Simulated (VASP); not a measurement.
# Ge5Pt (P-3m1) in VASP: further runs

Ge5Pt is run at these levels: PBE; tasks: single point, relaxation of cell and atoms.

Everything below comes from runs of VASP 6.6.1. Logs are shortened: lines on timing, memory, paths and dates and some standing lists are left out, and cuts for length are marked.

**1. The cell of the first run**

Symmetry: P-3m1, No. 164, trigonal system. Conventional cell: a = 4.068 Å, b = 4.068 Å, c = 18.424 Å, α = 90.00°, β = 90.00°, γ = 120.00°. Ge (site symmetry 3m) has 4 Ge at 2.49 to 2.51 Å within 3.3 Å. Ge (site symmetry 3m) has 4 Ge at 2.49 to 2.51 Å within 3.3 Å. Ge (site symmetry 3m) has 4 Ge at 2.49 to 2.51 Å within 3.3 Å. Within 3.3 Å of Ge (site symmetry 3m) lie 4 Ge at 2.51 to 3.13 Å and 3 Pt at 2.60 Å. Within 3.3 Å of Ge (site symmetry 3m) lie 4 Pt at 2.54 to 2.73 Å and 6 Ge at 2.94 to 3.13 Å. Pt (site symmetry 3m) has 7 Ge at 2.54 to 2.73 Å within 3.3 Å.

**2. Single point, PBE**

File INCAR:

```
SYSTEM = Ge5Pt
ALGO     = Normal         ! electronic algorithm
EDIFF    = 1E-6           ! SCF threshold, eV
ENCUT    = 520            ! plane-wave cutoff, eV
GGA      = PE             ! functional
ISIF     = 2              ! what is computed and relaxed
ISMEAR   = 0              ! smearing method
LASPH    = .True.         ! aspherical terms in the spheres
LCHARG   = .False.        ! write CHGCAR
LREAL    = .False.        ! projectors in reciprocal space
LWAVE    = .False.        ! write WAVECAR
NBANDS   = 92             ! bands
NELM     = 100            ! most SCF steps
PREC     = Accurate       ! precision mode
SIGMA    = 0.2            ! smearing width, eV
```

File KPOINTS:

```
k-points
0
Gamma
  6 6 2
  0 0 0
```

File POSCAR:

```
Ge5Pt
1.0
    4.0680367650      0.0000000000      0.0000000000
   -2.0340183825      3.5230231820      0.0000000000
    0.0000000000      0.0000000000     18.4238992184
Ge Pt
10 2
Direct
    0.6666666667      0.3333333333      0.9774189124
    0.6666666667      0.3333333333      0.8413378695
    0.3333333333      0.6666666667      0.0225810876
    0.3333333333      0.6666666667      0.1586621305
    1.0000000000      1.0000000000      0.2036694017
    1.0000000000      1.0000000000      0.3398934146
    0.0000000000      0.0000000000      0.7963305983
    0.0000000000      0.0000000000      0.6601065854
    0.6666666667      0.3333333333      0.5480147620
    0.3333333333      0.6666666667      0.4519852380
    0.6666666667      0.3333333333      0.3998746760
    0.3333333333      0.6666666667      0.6001253240
```

Potentials or basis: VASP PAW PBE potentials, release 64 (Ge_d, Pt).

Started as:

```bash
$ cat potpaw_PBE.64/Ge_d/POTCAR potpaw_PBE.64/Pt/POTCAR > POTCAR
$ mpirun -np 1 vasp_std > vasp.out
```

OUTCAR:

```text
SYSTEM = Ge5Pt
   EDIFF = 1E-6
   ENCUT = 520
   GGA = PE
   ISIF = 2
   ISMEAR = 0
   LASPH = .True.
   LREAL = .False.
   NELM = 100
   PREC = Accurate

 ion  position               nearest neighbor table
   1  0.667  0.333  0.977-   3 2.49   3 2.49   3 2.49   2 2.51
   2  0.667  0.333  0.841-   7 2.49   7 2.49   7 2.49   1 2.51
   3  0.333  0.667  0.023-   1 2.49   1 2.49   1 2.49   4 2.51
   4  0.333  0.667  0.159-   5 2.49   5 2.49   5 2.49   3 2.51
   5  0.000  0.000  0.204-   4 2.49   4 2.49   4 2.49   6 2.51
   6  0.000  0.000  0.340-   5 2.51  11 2.60  11 2.60  11 2.60
   7  0.000  0.000  0.796-   2 2.49   2 2.49   2 2.49   8 2.51
   8  0.000  0.000  0.660-   7 2.51  12 2.60  12 2.60  12 2.60
   9  0.667  0.333  0.548-  12 2.54  12 2.54  12 2.54  11 2.73
  10  0.333  0.667  0.452-  11 2.54  11 2.54  11 2.54  12 2.73
  11  0.667  0.333  0.400-  10 2.54  10 2.54  10 2.54   6 2.60   6 2.60   6 2.60   9 2.73
  12  0.333  0.667  0.600-   9 2.54   9 2.54   9 2.54   8 2.60   8 2.60   8 2.60  10 2.73

  LATTYP: Found a hexagonal cell.
 ALAT       =     4.0680367650
 C/A-ratio  =     4.5289411779

  Lattice vectors:

 A1 = (   4.0680367650,   0.0000000000,   0.0000000000)
 A2 = (  -2.0340183825,   3.5230231820,   0.0000000000)
 A3 = (   0.0000000000,   0.0000000000,  18.4238992184)

Analysis of symmetry for initial positions (statically):
=====================================================================
 Subroutine PRICEL returns:
 Original cell was already a primitive cell.

 Routine SETGRP: Setting up the symmetry group for a
 hexagonal supercell.

 Subroutine GETGRP returns: Found 12 space group operations
 (whereof 12 operations were pure point group operations)
 out of a pool of 24 trial point group operations.

The static configuration has the point symmetry D_3d.

Analysis of symmetry for dynamics (positions and initial velocities):
=====================================================================
 Subroutine PRICEL returns:
 Original cell was already a primitive cell.

 Routine SETGRP: Setting up the symmetry group for a
 hexagonal supercell.

 Subroutine GETGRP returns: Found 12 space group operations
 (whereof 12 operations were pure point group operations)
 out of a pool of 24 trial point group operations.

The dynamic configuration has the point symmetry D_3d.

 Subroutine INISYM returns: Found 12 space group operations
 (whereof 12 operations are pure point group operations),
[... 114 lines left out ...]
   TEBEG  =    0.0;   TEEND  =   0.0 temperature during run
   PSTRESS=    0.0 pullay stress
   NELECT =     160.0000    total number of electrons
   NUPDOWN=      -1.0000    fix difference up-down
   EMIN   =  10.00;   EMAX   =-10.00  energy-range for DOS
   EFERMI =   0.00;   METHOD = LEGACY
   ISMEAR =     0;   SIGMA  =   0.20  broadening in eV -4-tet -1-fermi 0-gaus
   EFERMI_NEDOS =   21; number of points for ismear=-14 and -15
   IALGO  =     38    algorithm
   IMIX   =      4    mixing-type and parameters
     AMIX     =   0.40;   BMIX     =  1.00
     AMIX_MAG =   1.60;   BMIX_MAG =  1.00
  volume/ion in A,a.u.               =      22.00       148.49
  Fermi-wavevector in a.u.,A,eV,Ry     =   1.385333  2.617900 26.111588  1.919148
  Thomas-Fermi vector in A             =   2.509753
   LORBIT       =      0    0 simple, 1 ext, 2 COOP (PROOUT), +10 PAW based schemes
   GGA     = PE    functional components
   LHFCALC =     F    Hartree Fock is set to
   AEXX    =    0.0000 exact exchange contribution
   IVDW    =     0    specifies the selected vdW correction
   LEPSILON=     F    determine dielectric tensor
   LRPA    =     F    only Hartree local field effects (RPA)
 non-spin polarized calculation
 Gauss-broadening in eV      SIGMA  =   0.20
  energy-cutoff  :      520.00
  volume of cell :      264.05
 maximum number of plane-waves:      7164
   NGX = 15   NGY = 15   NGZ = 69

 number of electron     159.9999911 magnetization

 Free energy of the ion-electron system (eV)
  ---------------------------------------------------
  ext. energy  EPLUGINS =         0.00000000
  ---------------------------------------------------
  free energy    TOTEN  =       -58.77106594 eV

  energy without entropy =      -58.71623977  energy(sigma->0) =      -58.74365285

 E-fermi :   5.1980     XC(G=0): -10.2314

 val. band max:        5.1582533409   @ k =   0.0000   0.0000   0.5000
 cond. band min:       5.2080205872   @ k =   0.0000   0.0000   0.0000
 fundamental gap:      0.0497672464
 Fermi energy:         5.1980178311

 k-point     1 :       0.0000    0.0000    0.0000
  band No.  band energies     occupation
      1     -19.6562      2.00000
      2     -19.6562      2.00000
      3     -19.6529      2.00000
      4     -19.6329      2.00000
      5     -19.6329      2.00000
      6     -19.6126      2.00000
[... 1319 lines left out ...]
     91      11.1269      0.00000
     92      11.1496      0.00000

------------------------ aborting loop because EDIFF is reached ----------------------------------------

  FORCE on cell =-STRESS in cart. coord.  units (eV):
  Direction    XX          YY          ZZ          XY          YZ          ZX
  --------------------------------------------------------------------------------------
  -------------------------------------------------------------------------------------
  Total       -0.3162463     -0.3162463      0.2842625      0.0000000     -0.0000000      0.0000000
  in kB       -1.9189080     -1.9189080      1.7248379      0.0000000     -0.0000000      0.0000000
  external PRESSURE =      -0.7043260 kB  Pullay stress =       0.0000000 kB

 VOLUME and BASIS-vectors are now :
 -----------------------------------------------------------------------------
  energy-cutoff  :      520.00
  volume of cell :      264.05
      direct lattice vectors                 reciprocal lattice vectors
     4.068036765  0.000000000  0.000000000     0.245818821  0.141923562  0.000000000
    -2.034018383  3.523023182  0.000000000     0.000000000  0.283847125  0.000000000
     0.000000000  0.000000000 18.423899218     0.000000000  0.000000000  0.054277327

 POSITION                                       TOTAL-FORCE (eV/Angst)
 -----------------------------------------------------------------------------------
      2.03402      1.17434     18.00787         0.000000      0.000000     -0.024966
      2.03402      1.17434     15.50072         0.000000     -0.000000      0.023008
     -0.00000      2.34868      0.41603        -0.000000      0.000000      0.024966
     -0.00000      2.34868      2.92318         0.000000      0.000000     -0.023008
      0.00000      0.00000      3.75238        -0.000000      0.000000      0.045173
      0.00000      0.00000      6.26216         0.000000      0.000000     -0.147004
      0.00000      0.00000     14.67151         0.000000     -0.000000     -0.045173
      0.00000      0.00000     12.16174         0.000000     -0.000000      0.147004
      2.03402      1.17434     10.09657        -0.000000      0.000000     -0.090719
     -0.00000      2.34868      8.32733        -0.000000     -0.000000      0.090719
      2.03402      1.17434      7.36725         0.000000     -0.000000     -0.003731
     -0.00000      2.34868     11.05665         0.000000      0.000000      0.003731
 -----------------------------------------------------------------------------------
    total drift:                               -0.000000      0.000000      0.000000

  FREE ENERGIE OF THE ION-ELECTRON SYSTEM (eV)
  ---------------------------------------------------
  free  energy   TOTEN  =       -58.7710659397 eV

  energy  without entropy=      -58.7162397689  energy(sigma->0) =      -58.74365285
```

Wall time 7.6 min (1 thread of AMD EPYC 7R13 (Zen 3), shared host); peak memory 0.45 GiB.

Results:

```yaml
Free_energy: -58.7711 eV
Pressure: -0.1 GPa
Largest_force: 0.147 eV/Å
Band_gap_on_the_k_mesh: zero (bands 80 and 81 overlap by 1.77 eV)
```

Forces in eV/Å, atoms in the order of the input:
```
Ge   0.000  0.000 -0.025
Ge   0.000  0.000  0.023
Ge   0.000  0.000  0.025
Ge   0.000  0.000 -0.023
Ge   0.000  0.000  0.045
Ge   0.000  0.000 -0.147
Ge   0.000  0.000 -0.045
Ge   0.000  0.000  0.147
Ge   0.000  0.000 -0.091
Ge   0.000  0.000  0.091
Pt   0.000  0.000 -0.004
Pt   0.000  0.000  0.004
```

Stress tensor (GPa, compression positive):
```
-0.19  0.00  0.00
 0.00 -0.19  0.00
 0.00  0.00  0.17
```

Caveat: spin-orbit coupling is left out, which moves the levels of the heavy elements.

**3. Single point, PBE**

This run uses another cell than the first one, of 22.31 Å³/atom.

File INCAR:

```
ALGO     = Normal         # electronic algorithm
EDIFF    = 1E-6           # SCF threshold, eV
ENCUT    = 520            # plane-wave cutoff, eV
GGA      = PE             # functional
ISIF     = 2              # what is computed and relaxed
ISMEAR   = 0              # smearing method
LASPH    = T              # aspherical terms in the spheres
LCHARG   = F              # write CHGCAR
LREAL    = F              # projectors in reciprocal space
LWAVE    = F              # write WAVECAR
NBANDS   = 92             # bands
NELM     = 60             # most SCF steps
PREC     = Accurate       # precision mode
SIGMA    = 0.2            # smearing width, eV
```

File KPOINTS:

```
k-points
0
Gamma
  5 5 1
```

File POSCAR:

```
Ge5Pt
1.0
    4.1948530839      0.0000000000      0.0000000000
   -2.0974265419      3.6328493358      0.0000000000
    0.0000000000      0.0000000000     17.5710826927
Ge Pt
10 2
Direct
    0.6666666667      0.3333333333      0.9785993870
    0.6666666667      0.3333333333      0.8352303690
    0.3333333333      0.6666666667      0.0214006130
    0.3333333333      0.6666666667      0.1647696310
    0.0000000000      0.0000000000      0.2075107999
    0.0000000000      0.0000000000      0.3505177219
    0.0000000000      0.0000000000      0.7924892001
    0.0000000000      0.0000000000      0.6494822781
    0.6666666667      0.3333333333      0.5544164550
    0.3333333333      0.6666666667      0.4455835450
    0.6666666667      0.3333333333      0.4045677757
    0.3333333333      0.6666666667      0.5954322243
```

Potentials or basis: VASP PAW PBE potentials, release 64 (Ge_d, Pt).

Started as:

```bash
$ cat potpaw_PBE.64/Ge_d/POTCAR potpaw_PBE.64/Pt/POTCAR > POTCAR
$ mpirun -np 1 vasp_std > vasp.out
```

OUTCAR:

```text
EDIFF = 1E-6
   ENCUT = 520
   GGA = PE
   ISIF = 2
   ISMEAR = 0
   LASPH = T
   LREAL = F
   NELM = 60
   PREC = Accurate

 ion  position               nearest neighbor table
   1  0.667  0.333  0.979-   2 2.52   3 2.54   3 2.54   3 2.54
   2  0.667  0.333  0.835-   1 2.52   7 2.54   7 2.54   7 2.54
   3  0.333  0.667  0.021-   4 2.52   1 2.54   1 2.54   1 2.54
   4  0.333  0.667  0.165-   3 2.52   5 2.54   5 2.54   5 2.54
   5  0.000  0.000  0.208-   6 2.51   4 2.54   4 2.54   4 2.54
   6  0.000  0.000  0.351-   5 2.51  11 2.60  11 2.60  11 2.60
[... 684 lines left out ...]
 VOLUME and BASIS-vectors are now :
 -----------------------------------------------------------------------------
  energy-cutoff  :      520.00
  volume of cell :      267.77
      direct lattice vectors                 reciprocal lattice vectors
     4.194853084  0.000000000  0.000000000     0.238387371  0.137633013  0.000000000
    -2.097426542  3.632849336  0.000000000     0.000000000  0.275266026  0.000000000
     0.000000000  0.000000000 17.571082693     0.000000000  0.000000000  0.056911689

 POSITION                                       TOTAL-FORCE (eV/Angst)
 -----------------------------------------------------------------------------------
      2.09743      1.21095     17.19505        -0.000000     -0.000000     -0.022896
      2.09743      1.21095     14.67590        -0.000000      0.000000      0.007074
     -0.00000      2.42190      0.37603         0.000000      0.000000      0.022896
     -0.00000      2.42190      2.89518        -0.000000     -0.000000     -0.007074
      0.00000      0.00000      3.64619        -0.000000      0.000000      0.018902
      0.00000      0.00000      6.15898         0.000000     -0.000000     -0.072411
      0.00000      0.00000     13.92489         0.000000      0.000000     -0.018902
      0.00000      0.00000     11.41211         0.000000      0.000000      0.072411
      2.09743      1.21095      9.74170         0.000000      0.000000      0.056274
     -0.00000      2.42190      7.82939        -0.000000     -0.000000     -0.056274
      2.09743      1.21095      7.10869         0.000000      0.000000      0.007289
     -0.00000      2.42190     10.46239         0.000000     -0.000000     -0.007289
 -----------------------------------------------------------------------------------
    total drift:                               -0.000000      0.000000      0.000000

  FREE ENERGIE OF THE ION-ELECTRON SYSTEM (eV)
  ---------------------------------------------------
  free  energy   TOTEN  =       -58.6299774216 eV

  energy  without entropy=      -58.5505792172  energy(sigma->0) =      -58.59027832
```

stdout:

```text
POSCAR found type information on POSCAR GePt
 POSCAR found :  2 types and      12 ions
 scaLAPACK will be used
 LDA part: xc-table for (Slater+PW92), standard interpolation
 POSCAR, INCAR and KPOINTS ok, starting setup
 FFT: planning ... GRIDC
 FFT: planning ... GRID_SOFT
 FFT: planning ... GRID
 WAVECAR not read
 entering main loop
```

Wall time 5.8 min (1 thread of Intel Xeon 8259CL, shared host); peak memory 0.41 GiB.

What came out:

| Quantity | Value |
| --- | --- |
| Free energy | -58.6300 eV |
| Pressure | 0.0 GPa |
| Largest force | 0.072 eV/Å |
| Band gap on the k mesh | zero (bands 80 and 81 overlap by 0.35 eV) |

Forces in eV/Å, atoms in the order of the input:
```
Ge   0.000  0.000 -0.023
Ge   0.000  0.000  0.007
Ge   0.000  0.000  0.023
Ge   0.000  0.000 -0.007
Ge   0.000  0.000  0.019
Ge   0.000  0.000 -0.072
Ge   0.000  0.000 -0.019
Ge   0.000  0.000  0.072
Ge   0.000  0.000  0.056
Ge   0.000  0.000 -0.056
Pt   0.000  0.000  0.007
Pt   0.000  0.000 -0.007
```

Levels at points of the mesh, in eV from the Fermi level:
| k point | band 76 | band 77 | band 78 | band 79 | band 80 | band 81 | band 82 | band 83 | band 84 | band 85 |
| --- | --- | --- | --- | --- | --- | --- | --- | --- | --- | --- |
| (0.00, 0.00, 0.00) | -0.29 | -0.29 | 0.05 | 0.08 | 0.43 | 0.75 | 0.75 | 0.95 | 2.00 | 2.00 |

Caveat: spin-orbit coupling is left out, which moves the levels of the heavy elements.

**4. Relaxation of cell and atoms, PBE**

This run uses another cell than the first one, of 20.12 Å³/atom.

File INCAR:

```
PREC = Accurate
ENCUT = 600
EDIFF = 1E-7
ISMEAR = 0
SIGMA = 0.2
LREAL = False
LASPH = True
NELM = 80
ALGO = Normal
ISIF = 3
LWAVE = False
LCHARG = False
GGA = PE
IBRION = 2
NSW = 36
EDIFFG = -0.08
```

File KPOINTS:

```
regular mesh
0
Gamma
  5 5 1
```

File POSCAR:

```
Ge5Pt
1.0
    4.0500000000      0.0000000000      0.0000000000
   -2.0250000000      3.5074028900      0.0000000000
    0.0000000000      0.0000000000     17.0000000000
Ge Pt
10 2
Direct
    0.6666666700      0.3333333300      0.9765000000
    0.6666666700      0.3333333300      0.8324000000
    0.3333333300      0.6666666700      0.0235000000
    0.3333333300      0.6666666700      0.1676000000
    0.0000000000      0.0000000000      0.2147000000
    0.0000000000      0.0000000000      0.3588000000
    0.0000000000      0.0000000000      0.7853000000
    0.0000000000      0.0000000000      0.6412000000
    0.6666666700      0.3333333300      0.5471000000
    0.3333333300      0.6666666700      0.4529000000
    0.6666666700      0.3333333300      0.4059000000
    0.3333333300      0.6666666700      0.5941000000
```

Started as:

```bash
$ cat potpaw_PBE.64/Ge_d/POTCAR potpaw_PBE.64/Pt/POTCAR > POTCAR
$ mpirun -np 1 vasp_std > vasp.out
```

Wall time 60 min (1 thread of Intel Xeon 8259CL, shared host); peak memory 0.46 GiB.

It converged, with:

| Quantity | Value |
| --- | --- |
| Free energy | -58.6282 eV |
| Relaxed volume | 22.34 Å³/atom |
| Relaxed cell | a = 4.202 Å, b = 4.202 Å, c = 17.533 Å, α = 90.00°, β = 90.00°, γ = 120.00° |
| Space group after relaxing (to 0.1 Å) | P-3m1 (No. 164) |
| Energy gained by relaxing | 101.6 meV/atom |
| Ionic steps | 13 |
| Pressure after relaxing | 0.0 GPa |
| Largest force after relaxing | 0.040 eV/Å |
| Band gap on the k mesh | zero (bands 80 and 81 overlap by 0.34 eV) |

Forces on the atoms (eV/Å):
```
Ge   0.000  0.000 -0.005
Ge   0.000  0.000  0.040
Ge   0.000  0.000  0.005
Ge   0.000  0.000 -0.040
Ge   0.000  0.000  0.001
Ge   0.000  0.000 -0.024
Ge   0.000  0.000 -0.001
Ge   0.000  0.000  0.024
Ge   0.000  0.000 -0.029
Ge   0.000  0.000  0.029
Pt   0.000  0.000 -0.003
Pt   0.000  0.000  0.003
```

Stress tensor (GPa, compression positive):
```
-0.07  0.00  0.00
 0.00 -0.07  0.00
 0.00  0.00  0.05
```

The path:
| step | energy change (eV) | largest force (eV/Å) | pressure (GPa) | volume (Å³) |
| --- | --- | --- | --- | --- |
| 1 | 0.0000 | 1.5569 | 11.61 | 241.48 |
| 2 | -0.5681 | 0.6072 | -5.76 | 296.13 |
| 3 | -1.0723 | 0.5733 | -0.43 | 271.15 |
| 4 | -1.0723 | 0.5809 | -0.26 | 270.54 |
| 5 | -1.1285 | 0.3801 | -0.10 | 269.78 |
| 6 | -1.1726 | 0.2573 | 0.37 | 268.23 |
| 7 | -1.1923 | 0.2151 | -0.38 | 270.29 |
| 8 | -1.1923 | 0.2167 | -0.38 | 270.31 |
| 9 | -1.2067 | 0.1555 | 0.00 | 268.66 |
| 10 | -1.2102 | 0.2129 | 0.32 | 267.29 |
| 11 | -1.2167 | 0.1188 | -0.10 | 268.52 |
| 12 | -1.2168 | 0.1062 | -0.05 | 268.36 |
| 13 | -1.2189 | 0.0404 | -0.03 | 268.12 |

Final structure:
```
CELL_PARAMETERS angstrom
4.20216 0.00000 0.00000
-2.10108 3.63918 0.00000
0.00000 0.00000 17.53307
ATOMIC_POSITIONS crystal
Ge 0.66667 0.33333 0.97844
Ge 0.66667 0.33333 0.83464
Ge 0.33333 0.66667 0.02156
Ge 0.33333 0.66667 0.16536
Ge 0.00000 0.00000 0.20755
Ge 0.00000 0.00000 0.35049
Ge 0.00000 0.00000 0.79245
Ge 0.00000 0.00000 0.64951
Ge 0.66667 0.33333 0.55549
Ge 0.33333 0.66667 0.44451
Pt 0.66667 0.33333 0.40478
Pt 0.33333 0.66667 0.59522
```

Levels at points of the mesh, in eV from the Fermi level:
| k point | band 78 | band 79 | band 80 | band 81 | band 82 | band 83 |
| --- | --- | --- | --- | --- | --- | --- |
| (0.00, 0.00, 0.00) | 0.02 | 0.05 | 0.42 | 0.75 | 0.75 | 0.88 |

Caveat: the k points lie up to 0.36 Å⁻¹ apart in the final cell; spin-orbit coupling is left out, which moves the levels of the heavy elements; the relaxation stopped at a loose force limit of 0.08 eV/Å, so its end isn't a converged minimum.

**5. Summary**

```tsv
task	cell	k mesh	cutoff (eV)	gap on the mesh (eV)	pressure (GPa)	largest force (eV/Å)
single point	a = 4.068, b = 4.068, c = 18.424 Å, angles 90.0, 90.0, 120.0°, 12 atoms, atomic positions A	6 × 6 × 2	520	none	-0.1	0.15
single point	a = 4.195, b = 4.195, c = 17.571 Å, angles 90.0, 90.0, 120.0°, 12 atoms, atomic positions B	5 × 5 × 1	520	none	0.0	0.07
relaxation of cell and atoms	relaxed from a = 4.050, b = 4.050, c = 17.000 Å, angles 90.0, 90.0, 120.0°, 12 atoms, atomic positions C	5 × 5 × 1	600	none	0.0	0.04
```

Alike in all rows: level PBE; potentials or basis VASP PAW PBE potentials, release 64 (Ge_d, Pt); no spin polarisation; smearing gaussian 0.2 eV.

Caveats: some runs use coarse meshes; spin-orbit coupling is left out, which moves the levels of the heavy elements; the relaxation stopped at a loose force limit of 0.08 eV/Å, so its end isn't a converged minimum (at least some runs).

Absolute energies hang on the potentials; compare differences alone.
